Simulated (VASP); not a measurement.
HfGe (zincblende type): single point with LDA

The system is HfGe (zincblende type).

```
Hf Ge
1.0
     0.00000    2.36450    2.36450
     2.36450    0.00000    2.36450
     2.36450    2.36450    0.00000
Hf Ge
1 1
Direct
  0.00000 0.00000 0.00000
  0.25000 0.25000 0.25000
```

This cell differs from its parent crystal: volume scaled by 0.5.

```
Program                : VASP 6.6.1
Task                   : single point
Functional             : LDA
Potentials or basis    : VASP PAW LDA potentials, release 64 (Hf_pv, Ge_d)
Cutoff                 : 520 eV
k mesh                 : 11 × 11 × 11
Occupations            : fermi-dirac, width 0.05 eV
Spin                   : no spin polarisation
Dipole correction      : no
Further INCAR settings : ALGO = Normal; EDIFF = 1e-07; NBANDS = 19
```

| Item | Value |
| --- | --- |
| Pressure | 187.3 GPa |
| Band gap on the k mesh | zero (band 12 reaches 10.25 eV, above the bottom of band 13 at 8.36 eV) |

Levels at points of the mesh, in eV from the Fermi level:
```tsv
k point	band 9	band 10	band 11	band 12	band 13	band 14	band 15	band 16
(0.00, 0.00, 0.00)	-12.65	-3.42	-3.42	-3.42	2.05	2.05	7.00	10.05
```

It took 18 s on 1 thread of Intel(R) Xeon(R) Platinum 8559C (Emerald Rapids), on a shared host, peak memory 0.16 GiB.

Caveat: spin-orbit coupling is left out, which moves the levels of the heavy elements.
